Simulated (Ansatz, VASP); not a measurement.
One calculation of WF2, two programs

```
CELL_PARAMETERS angstrom
6.21196 0.00000 0.00000
0.00000 6.21196 0.00000
0.00000 0.00000 2.61746
ATOMIC_POSITIONS crystal
W 0.00000 0.00000 0.00000
W 0.50000 0.50000 0.50000
F 0.24635 0.24635 0.00000
F 0.75365 0.75365 0.00000
F 0.74635 0.25365 0.50000
F 0.25365 0.74635 0.50000
```

Alike in both runs: task single point; functional PBE; k mesh 6 × 6 × 14; occupations gaussian, width 0.1 eV; collinear spin.

|  | VASP | Ansatz |
| --- | --- | --- |
| version | VASP 6.6.1 | Ansatz 0.2.0 |
| potentials or method | VASP PAW PBE potentials, release 64 (W_sv, F), cutoff 520 eV | scalar-relativistic, plane waves, PAW |
| valence electrons in the cell | 56 | 56 |

Ansatz gave:

- gap on the k mesh at the Fermi level (eV): none
- pressure (GPa): -13.4
- traceless stress, the component that is largest in VASP (GPa): 3.89
- rms of the force components (eV/Å): 0.279
- net moment per atom (μB): 0.40
- size of the moment on the site where the two differ most (μB): 0.63

**Question.** Estimate VASP's values.

**Answer.** gap on the k mesh at the Fermi level (eV): none; pressure (GPa): -13.2; traceless stress, the component that is largest in VASP (GPa): 3.78; rms of the force components (eV/Å): 0.249; net moment per atom (μB): 0.40; size of the moment on the site where the two differ most (μB): 0.97.

Site moments also hang on the region over which each program counts them. Atom by atom the forces differ by 0.031 eV/Å (rms over components). A gap of «none» marks a metal or a gap that the smearing closes.

Spin-orbit coupling is off throughout.
